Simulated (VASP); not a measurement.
Set up this calculation in VASP 6.6.1, as the native input.

* Task: single point
* Functional: PBE
* Potentials or basis: VASP PAW PBE potentials, release 64 (Si)
* Cutoff: 520 eV
* k mesh: 10 × 10 × 10
* Occupations: gaussian, width 0.05 eV
* Spin: no spin polarisation
* Dipole correction: no
* Further INCAR settings: ALGO = Normal; EDIFF = 1e-07; NBANDS = 16

The structure of Si lies in POSCAR:

```
Si
1.0
   -3.3178148769      3.3178148769      1.9143955111
    3.3178148769     -3.3178148769      1.9143955111
    3.3178148769      3.3178148769     -1.9143955111
Si
4
Direct
    0.1786105076      0.1786105076      0.3572210152
    0.8213894924      0.8213894924      0.6427789848
    0.1786105076      0.8213894924      0.0000000000
    0.8213894924      0.1786105076      0.0000000000
```

The input as run:

INCAR

```
SYSTEM = Si
PREC = Accurate
ENCUT = 520
EDIFF = 1E-7
ISMEAR = 0
SIGMA = 0.05
LREAL = .False.
LASPH = .True.
NELM = 80
ALGO = Normal
ISIF = 2
LWAVE = .False.
LCHARG = .False.
GGA = PE
NBANDS = 16
```

KPOINTS

```
Automatic mesh
0
Gamma
  10 10 10
  0 0 0
```

Potentials or basis: VASP PAW PBE potentials, release 64 (Si).

Run with:

```sh
$ cat potpaw_PBE.64/Si/POTCAR > POTCAR
$ mpirun -np 1 vasp_std > vasp.out
```

It gave:

| Item | Value |
| --- | --- |
| Pressure | 2.1 GPa |
| Largest force | 0.037 eV/Å |
| Band gap on the k mesh | 0.33 eV (least direct gap 0.41 eV) |

Run time: 2.7 min on 1 thread of Intel Xeon 8259CL (shared host), peak memory 0.28 GiB.
